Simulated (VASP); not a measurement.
## Pt: relaxation of cell and atoms with PBE

The system is Pt.

```xyz
4
Lattice="2.7339 0.0000 0.0000 -1.3670 2.3676 0.0000 0.0000 0.0000 10.0197" Properties=species:S:1:pos:R:3 pbc="T T T"
Pt    0.0000    1.5784    1.1930
Pt    1.3670    0.7892    6.2028
Pt    0.0000    1.5784    3.8168
Pt    1.3670    0.7892    8.8267
```

```
Program                : VASP 6.6.1
Task                   : relaxation of cell and atoms
Functional             : PBE
Potentials or basis    : VASP PAW PBE potentials, release 64 (Pt)
Cutoff                 : 600 eV
k mesh                 : 21 × 21 × 6
Occupations            : gaussian, width 0.1 eV
Spin                   : no spin polarisation
Dipole correction      : no
Further INCAR settings : ALGO = Normal; EDIFF = 1e-06; IBRION = 2; EDIFFG = -0.01; NSW = 100; ISIF = 3
```

```
Relaxed volume                         : 16.22 Å³/atom
Relaxed cell                           : a = 2.742 Å, b = 2.742 Å, c = 9.968 Å, α = 90.00°, β = 90.00°, γ = 120.00°
Space group after relaxing (to 0.05 Å) : P6_3/mmc (No. 194)
Energy gained by relaxing              : 0.5 meV/atom
Ionic steps                            : 6
Pressure after relaxing                : 0.0 GPa
```

Step by step:
```tsv
step	energy change (eV)	largest force (eV/Å)	pressure (GPa)	volume (Å³)
1	0.0000	0.0077	0.28	64.86
2	-0.0011	0.0445	-0.84	65.12
3	-0.0015	0.0258	-0.46	65.03
4	-0.0014	0.0192	0.68	64.70
5	-0.0019	0.0228	0.05	64.88
6	-0.0019	0.0000	0.02	64.89
```

Final structure:
```
Pt
1.0
     2.74164    0.00000    0.00000
    -1.37082    2.37433    0.00000
     0.00000    0.00000    9.96833
Pt
4
Direct
  0.33333 0.66667 0.11894
  0.66667 0.33333 0.61894
  0.33333 0.66667 0.38106
  0.66667 0.33333 0.88106
```

Levels at points of the mesh, in eV from the Fermi level:
| k point | band 16 | band 17 | band 18 | band 19 | band 20 | band 21 | band 22 | band 23 | band 24 |
| --- | --- | --- | --- | --- | --- | --- | --- | --- | --- |
| (0.00, 0.00, 0.00) | -1.85 | -1.85 | -1.13 | -1.13 | -0.93 | -0.93 | -0.93 | -0.06 | -0.06 |
| (0.00, 0.00, 0.50) | -2.39 | -1.62 | -1.62 | -1.62 | -1.62 | -0.36 | -0.36 | -0.36 | -0.36 |

It took 17 min on 1 thread of Intel(R) Xeon(R) Platinum 8375C CPU @ 2.90GHz (Ice Lake) (shared host), peak memory 0.42 GiB.

Caveat: the bands computed are all filled at some k points, so no gap is given; spin-orbit coupling is left out, which moves the levels of the heavy elements.
